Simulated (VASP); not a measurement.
# SnTe (Fm-3m) in VASP: notebook

Runs on SnTe. Level: PBEsol. Tasks: single point.

All numbers are computed with VASP 6.6.1; they aren't measurements. Logs are shortened: lines on timing, memory, paths and dates and some standing lists are left out, and cuts for length are marked.

## Step 1: The cell of the first run

The structure is cubic, space group Fm-3m (No. 225). Conventional cell: a = 6.320 Å, b = 6.320 Å, c = 6.320 Å, α = 90.00°, β = 90.00°, γ = 90.00°. Sn (site symmetry m-3m) has 6 Te at 3.16 Å within 4.2 Å. Te (site symmetry m-3m) has 6 Sn at 3.16 Å within 4.2 Å.

## Step 2: Single point, PBEsol

INCAR

```
PREC     = Accurate       # precision mode
ENCUT    = 500            # plane-wave cutoff, eV
EDIFF    = 1E-6           # SCF threshold, eV
ISMEAR   = 0              # smearing method
SIGMA    = 0.01           # smearing width, eV
LREAL    = False          # projectors in reciprocal space
LASPH    = True           # aspherical terms in the spheres
NELM     = 120            # most SCF steps
ALGO     = Normal         # electronic algorithm
ISIF     = 2              # what is computed and relaxed
LWAVE    = False          # write WAVECAR
LCHARG   = True           # write CHGCAR
GGA      = PS             # functional
LELF     = True           # ELF
LVHAR    = True         
NBANDS   = 17             # bands
GGA_COMPAT= False
```

KPOINTS

```
Automatic mesh
0
Gamma
  8 8 8
```

POSCAR

```
SnTe
1.0
    0.0000000000      3.1600000000      3.1600000000
    3.1600000000      0.0000000000      3.1600000000
    3.1600000000      3.1600000000      0.0000000000
Sn Te
1 1
Direct
    0.0000000000      0.0000000000      0.0000000000
    0.5000000000      0.5000000000      0.5000000000
```

Potentials or basis: VASP PAW PBE potentials, release 64 (Sn_d, Te).

Started as:

```
$ cat potpaw_PBE.64/Sn_d/POTCAR potpaw_PBE.64/Te/POTCAR > POTCAR
$ mpirun -np 1 vasp_std > vasp.out
```

OUTCAR:

```text
PREC = Accurate
   ENCUT = 500
   EDIFF = 1E-6
   ISMEAR = 0
   LREAL = False
   LASPH = True
   NELM = 120
   ISIF = 2
   GGA = PS

 ion  position               nearest neighbor table
   1  0.000  0.000  0.000-   2 3.16   2 3.16   2 3.16   2 3.16   2 3.16   2 3.16
   2  0.500  0.500  0.500-   1 3.16   1 3.16   1 3.16   1 3.16   1 3.16   1 3.16

  LATTYP: Found a face centered cubic cell.
 ALAT       =     6.3200000000

  Lattice vectors:

 A1 = (   0.0000000000,   3.1600000000,   3.1600000000)
 A2 = (   3.1600000000,   0.0000000000,   3.1600000000)
 A3 = (   3.1600000000,   3.1600000000,   0.0000000000)

Analysis of symmetry for initial positions (statically):
=====================================================================
 Subroutine PRICEL returns:
 Original cell was already a primitive cell.

 Routine SETGRP: Setting up the symmetry group for a
 face centered cubic supercell.

 Subroutine GETGRP returns: Found 48 space group operations
 (whereof 48 operations were pure point group operations)
 out of a pool of 48 trial point group operations.

The static configuration has the point symmetry O_h .

Analysis of symmetry for dynamics (positions and initial velocities):
=====================================================================
 Subroutine PRICEL returns:
 Original cell was already a primitive cell.

 Routine SETGRP: Setting up the symmetry group for a
 face centered cubic supercell.

 Subroutine GETGRP returns: Found 48 space group operations
 (whereof 48 operations were pure point group operations)
 out of a pool of 48 trial point group operations.

The dynamic configuration has the point symmetry O_h .

 Subroutine INISYM returns: Found 48 space group operations
 (whereof 48 operations are pure point group operations),
 and found     1 'primitive' translations

----------------------------------------------------------------------------------------

                                     Primitive cell

  volume of cell :      63.1090

  direct lattice vectors                    reciprocal lattice vectors
     0.000000000  3.160000000  3.160000000    -0.158227848  0.158227848  0.158227848
     3.160000000  0.000000000  3.160000000     0.158227848 -0.158227848  0.158227848
     3.160000000  3.160000000  0.000000000     0.158227848  0.158227848 -0.158227848

  length of vectors
     4.468914857  4.468914857  4.468914857     0.274058672  0.274058672  0.274058672

  position of ions in fractional coordinates (direct lattice)
     0.000000000  0.000000000  0.000000000
     0.500000000  0.500000000  0.500000000

  ion indices of the primitive-cell ions
   primitive index   ion index
                 1           1
                 2           2

----------------------------------------------------------------------------------------

 KPOINTS: Automatic mesh

Automatic generation of k-mesh.
 Grid dimensions read from file:
 generate k-points for:    8    8    8

 Generating k-lattice:

  Cartesian coordinates                     Fractional coordinates (reciprocal lattice)
    -0.019778481  0.019778481  0.019778481     0.125000000  0.000000000  0.000000000
     0.019778481 -0.019778481  0.019778481     0.000000000  0.125000000  0.000000000
     0.019778481  0.019778481 -0.019778481     0.000000000  0.000000000  0.125000000

  Length of vectors
     0.034257334  0.034257334  0.034257334

  Shift w.r.t. Gamma in fractional coordinates (k-lattice)
     0.000000000  0.000000000  0.000000000

 Subroutine IBZKPT returns following result:
 ===========================================

 Found     29 irreducible k-points:

 Following reciprocal coordinates:
            Coordinates               Weight
  0.000000  0.000000  0.000000      1.000000
  0.125000  0.000000  0.000000      8.000000
  0.250000  0.000000  0.000000      8.000000
  0.375000  0.000000  0.000000      8.000000
  0.500000  0.000000  0.000000      4.000000
  0.125000  0.125000  0.000000      6.000000
[... 16 lines left out ...]
  0.500000  0.250000  0.125000     48.000000
 -0.375000  0.250000  0.125000     24.000000
 [... further k-points ...]
   k-points           NKPTS =     29   k-points in BZ     NKDIM =     29   number of bands    NBANDS=     17
   number of dos      NEDOS =    301   number of ions     NIONS =      2
   total plane-waves  NPLWV =  46656
   dimension x,y,z NGX =    36 NGY =   36 NGZ =   36
   dimension x,y,z NGXF=    72 NGYF=   72 NGZF=   72
   ions per type =               1   1
   NGX,Y,Z   is equivalent  to a cutoff of  13.39, 13.39, 13.39 a.u.
   NGXF,Y,Z  is equivalent  to a cutoff of  26.78, 26.78, 26.78 a.u.
 SYSTEM =  unknown system
   PREC   = accura    normal or accurate (medium, high low for compatibility)
   ISTART =      0    job   : 0-new  1-cont  2-samecut
   ICHARG =      2    charge: 1-file 2-atom 10-const
   ISPIN  =      1    spin polarized calculation?
   LNONCOLLINEAR =      F non collinear calculations
   LSORBIT =      F    spin-orbit coupling
   LASPH  =      T    aspherical Exc in radial PAW
   ENCUT  =  500.0 eV  36.75 Ry    6.06 a.u.   8.15  8.15  8.15*2*pi/ulx,y,z
   NELM   =    120;   NELMIN=  2; NELMDL= -5     # of ELM steps
   EDIFF  = 0.1E-05   stopping-criterion for ELM
   LREAL  =      F    real-space projection
   EDIFFG = 0.1E-04   stopping-criterion for IOM
   NSW    =      0    number of steps for IOM
   IBRION =     -1    ionic relax: 0-MD 1-quasi-New 2-CG
   NFREE  =      0    steps in history (QN), initial steepest desc. (CG)
   ISIF   =      2    stress and relaxation
   ISYM   =      2    0-nonsym 1-usesym 2-fastsym
   POTIM  = 0.5000    time-step for ionic-motion
   TEBEG  =    0.0;   TEEND  =   0.0 temperature during run
   PSTRESS=    0.0 pullay stress
   NELECT =      20.0000    total number of electrons
   NUPDOWN=      -1.0000    fix difference up-down
   EMIN   =  10.00;   EMAX   =-10.00  energy-range for DOS
   EFERMI =   0.00;   METHOD = LEGACY
   ISMEAR =     0;   SIGMA  =   0.01  broadening in eV -4-tet -1-fermi 0-gaus
   EFERMI_NEDOS =   21; number of points for ismear=-14 and -15
   IALGO  =     38    algorithm
   IMIX   =      4    mixing-type and parameters
     AMIX     =   0.40;   BMIX     =  1.00
     AMIX_MAG =   1.60;   BMIX_MAG =  1.00
  volume/ion in A,a.u.               =      31.55       212.94
  Fermi-wavevector in a.u.,A,eV,Ry     =   1.116146  2.109210 16.949897  1.245782
  Thomas-Fermi vector in A             =   2.252757
   LORBIT       =      0    0 simple, 1 ext, 2 COOP (PROOUT), +10 PAW based schemes
   GGA     = PS    functional components
   LHFCALC =     F    Hartree Fock is set to
   AEXX    =    0.0000 exact exchange contribution
   IVDW    =     0    specifies the selected vdW correction
   LEPSILON=     F    determine dielectric tensor
   LRPA    =     F    only Hartree local field effects (RPA)
 non-spin polarized calculation
 Gauss-broadening in eV      SIGMA  =   0.01
  energy-cutoff  :      500.00
  volume of cell :       63.11
 maximum number of plane-waves:      1639
 NGX is ok and might be reduce to    36
   NGX = 17   NGY = 17   NGZ = 17

 number of electron      19.9999999 magnetization

 Free energy of the ion-electron system (eV)
  ---------------------------------------------------
  ext. energy  EPLUGINS =         0.00000000
  ---------------------------------------------------
  free energy    TOTEN  =        -8.33600873 eV

  energy without entropy =       -8.33600873  energy(sigma->0) =       -8.33600873

 E-fermi :   6.6969     XC(G=0):  -9.6156

 val. band max:        6.6490582985   @ k =   0.5000   0.0000   0.0000
 cond. band min:       6.7657092220   @ k =   0.5000   0.0000   0.0000
 fundamental gap:      0.1166509235
 Fermi energy:         6.6968840973

 k-point     1 :       0.0000    0.0000    0.0000
  band No.  band energies     occupation
      1     -15.0879      2.00000
      2     -15.0879      2.00000
      3     -15.0814      2.00000
      4     -15.0814      2.00000
      5     -15.0814      2.00000
      6      -6.0605      2.00000
[... 9 lines left out ...]
     16      11.4261      0.00000
     17      13.4046      0.00000

 k-point     2 :       0.1250    0.0000    0.0000
  band No.  band energies     occupation
      1     -15.0885      2.00000
      2     -15.0885      2.00000
      3     -15.0812      2.00000
      4     -15.0805      2.00000
      5     -15.0805      2.00000
      6      -5.9303      2.00000
[... 9 lines left out ...]
     16      11.7469      0.00000
     17      14.4970      0.00000

 k-point     3 :       0.2500    0.0000    0.0000
  band No.  band energies     occupation
      1     -15.0902      2.00000
      2     -15.0902      2.00000
      3     -15.0806      2.00000
      4     -15.0782      2.00000
      5     -15.0782      2.00000
      6      -5.5641      2.00000
[... 9 lines left out ...]
     16      12.6332      0.00000
     17      16.4711      0.00000

 k-point     4 :       0.3750    0.0000    0.0000
  band No.  band energies     occupation
      1     -15.0921      2.00000
      2     -15.0921      2.00000
      3     -15.0801      2.00000
      4     -15.0756      2.00000
      5     -15.0756      2.00000
      6      -5.0732      2.00000
[... 9 lines left out ...]
     16      14.0083      0.00000
     17      16.8763      0.00000
[... 343 lines left out ...]
      1     -15.0946      2.00000
      2     -15.0879      2.00000
      3     -15.0817      2.00000
      4     -15.0763      2.00000
      5     -15.0759      2.00000
      6      -5.2682      2.00000
[... 9 lines left out ...]
     16      14.7312      0.00000
     17      14.9477      0.00000

 k-point    23 :       0.5000    0.2500    0.1250
  band No.  band energies     occupation
      1     -15.0959      2.00000
      2     -15.0894      2.00000
      3     -15.0801      2.00000
      4     -15.0757      2.00000
      5     -15.0742      2.00000
      6      -4.8419      2.00000
[... 9 lines left out ...]
     16      14.9033      0.00000
     17      16.2302      0.00000

 k-point    24 :      -0.3750    0.2500    0.1250
  band No.  band energies     occupation
      1     -15.0962      2.00000
      2     -15.0903      2.00000
      3     -15.0785      2.00000
      4     -15.0764      2.00000
      5     -15.0733      2.00000
      6      -4.6163      2.00000
[... 9 lines left out ...]
     16      16.0540      0.00000
     17      16.1157      0.00000

 [... further k-points ...]

------------------------ aborting loop because EDIFF is reached ----------------------------------------

  FORCE on cell =-STRESS in cart. coord.  units (eV):
  Direction    XX          YY          ZZ          XY          YZ          ZX
  --------------------------------------------------------------------------------------
  -------------------------------------------------------------------------------------
  Total       -0.2809025     -0.2809025     -0.2809025      0.0000000      0.0000000     -0.0000000
  in kB       -7.1314014     -7.1314014     -7.1314014      0.0000000      0.0000000     -0.0000000
  external PRESSURE =      -7.1314014 kB  Pullay stress =       0.0000000 kB

 VOLUME and BASIS-vectors are now :
 -----------------------------------------------------------------------------
  energy-cutoff  :      500.00
  volume of cell :       63.11
      direct lattice vectors                 reciprocal lattice vectors
     0.000000000  3.160000000  3.160000000    -0.158227848  0.158227848  0.158227848
     3.160000000  0.000000000  3.160000000     0.158227848 -0.158227848  0.158227848
     3.160000000  3.160000000  0.000000000     0.158227848  0.158227848 -0.158227848

 POSITION                                       TOTAL-FORCE (eV/Angst)
 -----------------------------------------------------------------------------------
      0.00000      0.00000      0.00000        -0.000000      0.000000     -0.000000
      3.16000      3.16000      3.16000         0.000000      0.000000      0.000000
 -----------------------------------------------------------------------------------
    total drift:                               -0.000000      0.000000      0.000000

  FREE ENERGIE OF THE ION-ELECTRON SYSTEM (eV)
  ---------------------------------------------------
  free  energy   TOTEN  =        -8.3360087302 eV

  energy  without entropy=       -8.3360087302  energy(sigma->0) =       -8.33600873
```

Run time: 15 s. Hardware: 1 thread of Intel Xeon 6975P-C (Granite Rapids), shared host; peak memory 0.21 GiB.

Results:

| Quantity | Value |
| --- | --- |
| Free energy | -8.3360 eV |
| Pressure | -0.7 GPa |
| Band gap on the k mesh | 0.12 eV |

Levels at points of the mesh, in eV from the valence-band top:
```
           k point  band 6  band 7  band 8  band 9  band 10  band 11  band 12  band 13  band 14  band 15
(0.00, 0.00, 0.00)  -12.71   -4.70   -2.06   -2.06    -2.06     3.36     3.36     3.36     4.78     4.78
(0.50, 0.00, 0.00)  -11.44   -8.27   -1.73   -1.73     0.00     0.12     0.41     0.41     7.71     8.72
(0.50, 0.50, 0.00)  -11.15   -6.44   -5.49   -3.66    -3.66     2.18     4.92     4.92     6.35     9.06
```

Caveat: the PAW data sets were made with another functional, which shifts forces and pressure a little; spin-orbit coupling is left out, which moves the levels of the heavy elements. A k mesh can miss the band edges.

(Continued in part 2 of 2.)
